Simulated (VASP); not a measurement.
A run of VASP 6.6.1:

File INCAR:

```
PREC     = Accurate       # precision mode
ENCUT    = 600            # plane-wave cutoff, eV
EDIFF    = 1E-6           # SCF threshold, eV
ISMEAR   = -1             # smearing method
SIGMA    = 0.08           # smearing width, eV
LREAL    = F              # projectors in reciprocal space
LASPH    = T              # aspherical terms in the spheres
NELM     = 80             # most SCF steps
ALGO     = Normal         # electronic algorithm
ISIF     = 3              # what is computed and relaxed
LWAVE    = F              # write WAVECAR
LCHARG   = F              # write CHGCAR
GGA      = PE             # functional
IBRION   = 2              # ionic algorithm
NSW      = 32             # ionic steps
EDIFFG   = -0.005         # ionic threshold
PSTRESS  = 1000.0
```

File KPOINTS:

```
Automatic mesh
0
Gamma
  16 16 16
```

File POSCAR:

```
Ag
1.0
    2.3776599640      0.0000000000      0.0000000000
    0.0000000000      2.3776599640      0.0000000000
    0.0000000000      0.0000000000      2.3776599640
Ag
1
Direct
    0.0000000000      0.0000000000      0.0000000000
```

Potentials or basis: VASP PAW PBE potentials, release 64 (Ag).

Run with:

```bash
$ cat potpaw_PBE.64/Ag/POTCAR > POTCAR
$ mpirun -np 1 vasp_std > vasp.out
```

Hardware: 1 thread of Intel Xeon 8259CL (shared host).

Q: Estimate the wall time of this run.

A: Run time: 37 s on 1 thread of Intel Xeon 8259CL, on a shared host, peak memory 0.15 GiB. Counts: scf iterations 24, k points 165, ion steps 3.
